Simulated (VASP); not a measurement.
# Si in VASP: further runs

Runs on Si. Level: LDA. Tasks: single point.

Program: VASP 6.6.1. These are calculated values, not measurements. Logs are shortened: lines on timing, memory, paths and dates and some standing lists are left out, and cuts for length are marked.

**1. The cell of the first run**

The typed cell holds 2 atoms: a = 3.522 Å, b = 3.523 Å, c = 3.509 Å, α = 100.39°, β = 95.29°, γ = 137.56°.

**2. Single point, LDA (equal xy, yz and zx shear strains of -1 %)**

File INCAR:

```
SYSTEM = Si
PREC = Accurate
ENCUT = 520
EDIFF = 1E-6
ISMEAR = -1
SIGMA = 0.05
LREAL = .False.
LASPH = .True.
NELM = 80
ALGO = Normal
ISIF = 2
LWAVE = .False.
LCHARG = .True.
GGA = CA
LELF = .True.
LVHAR = .True.
NBANDS = 11
```

File KPOINTS:

```
Automatic mesh
0
Gamma
  16 16 16
  0 0 0
```

File POSCAR:

```
Si
1.0
   -2.2692175000      2.3733800000      1.2744125000
    2.2564675000     -2.3861300000      1.2755875000
    2.2455325000      2.3636200000     -1.2980975000
Si
2
Direct
    0.8070000000      0.5570000000      0.2500000000
    0.1930000000      0.4430000000      0.7500000000
```

Potentials or basis: VASP PAW LDA potentials, release 64 (Si).

On the command line:

```console
cat potpaw_LDA.64/Si/POTCAR > POTCAR
mpirun -np 1 vasp_std > vasp.out
```

OUTCAR:

```text
SYSTEM = Si
   PREC = Accurate
   ENCUT = 520
   EDIFF = 1E-6
   ISMEAR = -1
   LREAL = .False.
   LASPH = .True.
   NELM = 80
   ISIF = 2
   GGA = CA

 ion  position               nearest neighbor table
   1  0.807  0.557  0.250-   2 2.38   2 2.39   2 2.45   2 2.47   2 2.73   2 2.75
   2  0.193  0.443  0.750-   1 2.38   1 2.39   1 2.45   1 2.47   1 2.73   1 2.75

  LATTYP: Found a triclinic cell.
 ALAT       =     8.2070173402
 B/A-ratio  =     1.0914845676
 C/A-ratio  =     0.8849980750
 COS(alpha) =     0.0078541947
 COS(beta)  =     0.5762345996
 COS(gamma) =     0.8201972691

  Lattice vectors:

 A1 = (  -4.4528150000,  -4.6889900000,  -5.0538050000)
 A2 = (   0.0619350000,  -4.6987500000,  -7.6263150000)
 A3 = (  -6.7475325000,  -2.3411100000,   1.3206075000)

Analysis of symmetry for initial positions (statically):
=====================================================================
 Subroutine PRICEL returns:
 Original cell was already a primitive cell.

 Routine SETGRP: Setting up the symmetry group for a
 triclinic supercell.

 Subroutine GETGRP returns: Found  2 space group operations
 (whereof  2 operations were pure point group operations)
 out of a pool of  2 trial point group operations.

The static configuration has the point symmetry S_2 .

Analysis of symmetry for dynamics (positions and initial velocities):
=====================================================================
 Subroutine PRICEL returns:
 Original cell was already a primitive cell.

 Routine SETGRP: Setting up the symmetry group for a
 triclinic supercell.

 Subroutine GETGRP returns: Found  2 space group operations
 (whereof  2 operations were pure point group operations)
 out of a pool of  2 trial point group operations.

The dynamic configuration has the point symmetry S_2 .

 Subroutine INISYM returns: Found  2 space group operations
 (whereof  2 operations are pure point group operations),
 and found     1 'primitive' translations

----------------------------------------------------------------------------------------

                                     Primitive cell

  volume of cell :      27.1886

  direct lattice vectors                    reciprocal lattice vectors
    -2.269217500  2.373380000  1.274412500     0.003031614  0.213085420  0.393237448
     2.256467500 -2.386130000  1.275587500     0.224105400  0.003086991  0.393292825
     2.245532500  2.363620000 -1.298097500     0.223195541  0.212230938  0.002177132

  length of vectors
     3.522273116  3.523121546  3.509155573     0.447269804  0.452672073  0.307998312

  position of ions in fractional coordinates (direct lattice)
     0.807000000  0.557000000  0.250000000
     0.193000000  0.443000000  0.750000000

  ion indices of the primitive-cell ions
   primitive index   ion index
                 1           1
                 2           2

----------------------------------------------------------------------------------------

 KPOINTS: Automatic mesh

Automatic generation of k-mesh.
 Grid dimensions read from file:
 generate k-points for:   16   16   16

 Generating k-lattice:

  Cartesian coordinates                     Fractional coordinates (reciprocal lattice)
     0.000189476  0.013317839  0.024577340     0.062500000  0.000000000  0.000000000
     0.014006587  0.000192937  0.024580802     0.000000000  0.062500000  0.000000000
     0.013949721  0.013264434  0.000136071    -0.000000000  0.000000000  0.062500000

  Length of vectors
     0.027954363  0.028292005  0.019249895

  Shift w.r.t. Gamma in fractional coordinates (k-lattice)
     0.000000000  0.000000000  0.000000000

 Subroutine IBZKPT returns following result:
 ===========================================

 Found   2052 irreducible k-points:

 Following reciprocal coordinates:
            Coordinates               Weight
  0.000000  0.000000  0.000000      1.000000
  0.062500  0.000000  0.000000      2.000000
  0.125000  0.000000  0.000000      2.000000
  0.187500 -0.000000  0.000000      2.000000
  0.250000  0.000000  0.000000      2.000000
  0.312500  0.000000  0.000000      2.000000
[... 16 lines left out ...]
 -0.187500  0.062500  0.000000      2.000000
 -0.125000  0.062500  0.000000      2.000000
 [... further k-points ...]
   k-points           NKPTS =   2052   k-points in BZ     NKDIM =   2052   number of bands    NBANDS=     11
   number of dos      NEDOS =    301   number of ions     NIONS =      2
   total plane-waves  NPLWV =  21952
   dimension x,y,z NGX =    28 NGY =   28 NGZ =   28
   dimension x,y,z NGXF=    56 NGYF=   56 NGZF=   56
   ions per type =               2
   NGX,Y,Z   is equivalent  to a cutoff of  13.22, 13.21, 13.26 a.u.
   NGXF,Y,Z  is equivalent  to a cutoff of  26.43, 26.42, 26.53 a.u.
 SYSTEM =  Si
   PREC   = accura    normal or accurate (medium, high low for compatibility)
   ISTART =      0    job   : 0-new  1-cont  2-samecut
   ICHARG =      2    charge: 1-file 2-atom 10-const
   ISPIN  =      1    spin polarized calculation?
   LNONCOLLINEAR =      F non collinear calculations
   LSORBIT =      F    spin-orbit coupling
   LASPH  =      T    aspherical Exc in radial PAW
   ENCUT  =  520.0 eV  38.22 Ry    6.18 a.u.   6.55  6.55  6.52*2*pi/ulx,y,z
   NELM   =     80;   NELMIN=  2; NELMDL= -5     # of ELM steps
   EDIFF  = 0.1E-05   stopping-criterion for ELM
   LREAL  =      F    real-space projection
   EDIFFG = 0.1E-04   stopping-criterion for IOM
   NSW    =      0    number of steps for IOM
   IBRION =     -1    ionic relax: 0-MD 1-quasi-New 2-CG
   NFREE  =      0    steps in history (QN), initial steepest desc. (CG)
   ISIF   =      2    stress and relaxation
   ISYM   =      2    0-nonsym 1-usesym 2-fastsym
   POTIM  = 0.5000    time-step for ionic-motion
   TEBEG  =    0.0;   TEEND  =   0.0 temperature during run
   PSTRESS=    0.0 pullay stress
   NELECT =       8.0000    total number of electrons
   NUPDOWN=      -1.0000    fix difference up-down
   EMIN   =  10.00;   EMAX   =-10.00  energy-range for DOS
   EFERMI =   0.00;   METHOD = LEGACY
   ISMEAR =    -1;   SIGMA  =   0.05  broadening in eV -4-tet -1-fermi 0-gaus
   EFERMI_NEDOS =   21; number of points for ismear=-14 and -15
   IALGO  =     38    algorithm
   IMIX   =      4    mixing-type and parameters
     AMIX     =   0.40;   BMIX     =  1.00
     AMIX_MAG =   1.60;   BMIX_MAG =  1.00
  volume/ion in A,a.u.               =      13.59        91.74
  Fermi-wavevector in a.u.,A,eV,Ry     =   1.088870  2.057666 16.131583  1.185638
  Thomas-Fermi vector in A             =   2.225061
   LORBIT       =      0    0 simple, 1 ext, 2 COOP (PROOUT), +10 PAW based schemes
   GGA     = CA    functional components
   LHFCALC =     F    Hartree Fock is set to
   AEXX    =    0.0000 exact exchange contribution
   IVDW    =     0    specifies the selected vdW correction
   LEPSILON=     F    determine dielectric tensor
   LRPA    =     F    only Hartree local field effects (RPA)
 non-spin polarized calculation
  energy-cutoff  :      520.00
  volume of cell :       27.19
 maximum number of plane-waves:       755
 NGX is ok and might be reduce to    28
   NGX = 13   NGY = 13   NGZ = 13

 number of electron       8.0000000 magnetization

 Free energy of the ion-electron system (eV)
  ---------------------------------------------------
  ext. energy  EPLUGINS =         0.00000000
  ---------------------------------------------------
  free energy    TOTEN  =       -11.41675238 eV

  energy without entropy =      -11.41078824  energy(sigma->0) =      -11.41377031

 E-fermi :  10.6590     XC(G=0): -11.4539

 val. band max:       10.6578845618   @ k =  -0.0625   0.4375   0.5000
 cond. band min:      10.6601987386   @ k =  -0.1875   0.3750   0.3750
 fundamental gap:      0.0023141769
 Fermi energy:        10.6590144144

 k-point     1 :       0.0000    0.0000    0.0000
  band No.  band energies     occupation
      1      -4.0934      2.00000
      2       7.6834      2.00000
      3       8.2249      2.00000
      4       8.9641      2.00000
      5      11.7986      0.00000
      6      18.4428      0.00000
      7      19.7226      0.00000
      8      20.5795      0.00000
      9      21.1030      0.00000
     10      21.3170      0.00000
     11      22.6243      0.00000

 k-point     2 :       0.0625    0.0000    0.0000
  band No.  band energies     occupation
      1      -3.9807      2.00000
      2       7.6201      2.00000
      3       7.8835      2.00000
      4       9.5003      2.00000
      5      12.0599      0.00000
      6      17.6155      0.00000
      7      19.1454      0.00000
      8      19.9900      0.00000
      9      20.5837      0.00000
     10      21.2449      0.00000
     11      22.7128      0.00000

 k-point     3 :       0.1250    0.0000    0.0000
  band No.  band energies     occupation
      1      -3.6433      2.00000
      2       7.3986      2.00000
      3       7.6133      2.00000
      4      10.4089      1.98665
      5      12.7865      0.00000
      6      16.3072      0.00000
      7      16.9752      0.00000
      8      18.9557      0.00000
      9      19.2109      0.00000
     10      20.4824      0.00000
     11      22.5257      0.00000

 k-point     4 :       0.1875   -0.0000    0.0000
  band No.  band energies     occupation
      1      -3.0824      2.00000
      2       7.1868      2.00000
      3       7.5628      2.00000
      4      11.2489      0.00002
      5      13.8592      0.00000
      6      14.8575      0.00000
      7      14.9660      0.00000
      8      17.2968      0.00000
      9      17.9177      0.00000
     10      19.1949      0.00000
     11      23.4688      0.00000
[... 239 lines left out ...]
 k-point    22 :      -0.2500    0.0625   -0.0000
  band No.  band energies     occupation
      1      -2.8837      2.00000
      2       6.0225      2.00000
      3       7.7446      2.00000
      4      11.6849      0.00000
      5      14.2121      0.00000
      6      14.4602      0.00000
      7      15.0639      0.00000
      8      16.9186      0.00000
      9      18.2140      0.00000
     10      19.9357      0.00000
     11      22.8134      0.00000

 k-point    23 :      -0.1875    0.0625    0.0000
  band No.  band energies     occupation
      1      -3.4930      2.00000
      2       6.1644      2.00000
      3       7.8363      2.00000
      4      11.0744      0.00049
      5      13.5814      0.00000
      6      15.4033      0.00000
      7      16.6458      0.00000
      8      18.4130      0.00000
      9      19.6687      0.00000
     10      21.0167      0.00000
     11      22.4810      0.00000

 k-point    24 :      -0.1250    0.0625    0.0000
  band No.  band energies     occupation
      1      -3.8793      2.00000
      2       6.4859      2.00000
      3       8.0234      2.00000
      4      10.2017      1.99979
      5      12.6901      0.00000
      6      16.5913      0.00000
      7      18.8957      0.00000
      8      19.8834      0.00000
      9      20.6564      0.00000
     10      21.6104      0.00000
     11      23.0041      0.00000

 [... further k-points ...]
[... 5 lines left out ...]
  --------------------------------------------------------------------------------------
  -------------------------------------------------------------------------------------
  Total        1.6987481      2.1299049      1.7529167      0.1343178      0.1282998      0.0716830
  in kB      100.1044054    125.5117609    103.2964706      7.9151248      7.5604965      4.2241609
  external PRESSURE =     109.6375456 kB  Pullay stress =       0.0000000 kB

 VOLUME and BASIS-vectors are now :
 -----------------------------------------------------------------------------
  energy-cutoff  :      520.00
  volume of cell :       27.19
      direct lattice vectors                 reciprocal lattice vectors
    -2.269217500  2.373380000  1.274412500     0.003031614  0.213085420  0.393237448
     2.256467500 -2.386130000  1.275587500     0.224105400  0.003086991  0.393292825
     2.245532500  2.363620000 -1.298097500     0.223195541  0.212230938  0.002177132

 POSITION                                       TOTAL-FORCE (eV/Angst)
 -----------------------------------------------------------------------------------
     -0.01302      1.17715      1.41443        -0.025864      0.010153      0.015975
      2.24581      1.17372     -0.16253         0.025864     -0.010153     -0.015975
 -----------------------------------------------------------------------------------
    total drift:                                0.000000     -0.000000     -0.000000

  FREE ENERGIE OF THE ION-ELECTRON SYSTEM (eV)
  ---------------------------------------------------
  free  energy   TOTEN  =       -11.4167523767 eV

  energy  without entropy=      -11.4107882391  energy(sigma->0) =      -11.41377031
```

Wall time 4.3 min (1 thread of Intel Xeon 6975P-C (Granite Rapids), shared host); peak memory 0.54 GiB.

Results:

| Property | Result |
| --- | --- |
| Free energy | -11.4168 eV |
| Pressure | 11.0 GPa |
| Largest force | 0.032 eV/Å |
| Band gap on the k mesh | zero (band 4 reaches 13.66 eV, above the bottom of band 5 at 6.25 eV) |

Forces on the atoms (eV/Å):
```
Si  -0.026  0.010  0.016
Si   0.026 -0.010 -0.016
```

Stress tensor (GPa, compression positive):
```
10.01  0.79  0.42
 0.79 12.55  0.76
 0.42  0.76 10.33
```

Caveat: the cell differs from its parent crystal (equal xy, yz and zx shear strains of -1 %).

**3. Single point, LDA (volume scaled by 0.96)**

File INCAR:

```
PREC = Accurate
ENCUT = 520
EDIFF = 1E-7
ISMEAR = -1
SIGMA = 0.05
LREAL = False
LASPH = True
NELM = 100
ALGO = Normal
ISIF = 2
LWAVE = False
LCHARG = False
GGA = CA
NBANDS = 11
```

File KPOINTS:

```
Automatic mesh
0
Gamma
  16 16 16
```

File POSCAR:

```
Si
1.0
   -2.2205773517      2.3364893192      1.2577681579
    2.2205773517     -2.3364893192      1.2577681579
    2.2205773517      2.3364893192     -1.2577681579
Si
2
Direct
    0.8070000000      0.5570000000      0.2500000000
    0.1930000000      0.4430000000      0.7500000000
```

Potentials or basis: VASP PAW LDA potentials, release 64 (Si).

On the command line:

```console
cat potpaw_LDA.64/Si/POTCAR > POTCAR
mpirun -np 1 vasp_std > vasp.out
```

It took 2.3 min on 1 thread of AMD EPYC 9R45 (Zen 5), shared host; peak memory 0.21 GiB.

Results (log left out):

| Item | Value |
| --- | --- |
| Free energy | -11.3202 eV |
| Pressure | 18.2 GPa |
| Largest force | 0.024 eV/Å |
| Band gap on the k mesh | zero (band 4 reaches 14.28 eV, above the bottom of band 5 at 6.62 eV) |

Forces in eV/Å, atoms in the order of the input:
```
Si   0.000  0.000 -0.024
Si   0.000  0.000  0.024
```

Stress tensor (GPa, compression positive):
```
17.05  0.00  0.00
 0.00 20.47  0.00
 0.00  0.00 17.12
```

Levels at points of the mesh, in eV from the Fermi level:
```
           k point  band 1  band 2  band 3  band 4  band 5  band 6  band 7  band 8  band 9
(0.00, 0.00, 0.00)  -15.14   -3.05   -2.54   -1.55    0.94    7.84    9.39   10.25   10.92
(0.50, 0.00, 0.00)   -8.08   -7.82   -1.81   -1.43   -1.27   -0.05    5.02    5.33   10.44
(0.00, 0.50, 0.00)   -7.98   -7.54   -2.89   -2.25   -1.31    0.94    5.35    6.31    9.79
(0.50, 0.50, 0.00)  -11.71  -11.71    0.13    0.13    3.01    3.01    8.92    8.92   10.59
(0.50, 0.50, 0.50)   -9.35   -8.28   -7.93   -7.64    5.91    6.60   14.66   15.32   15.34
```
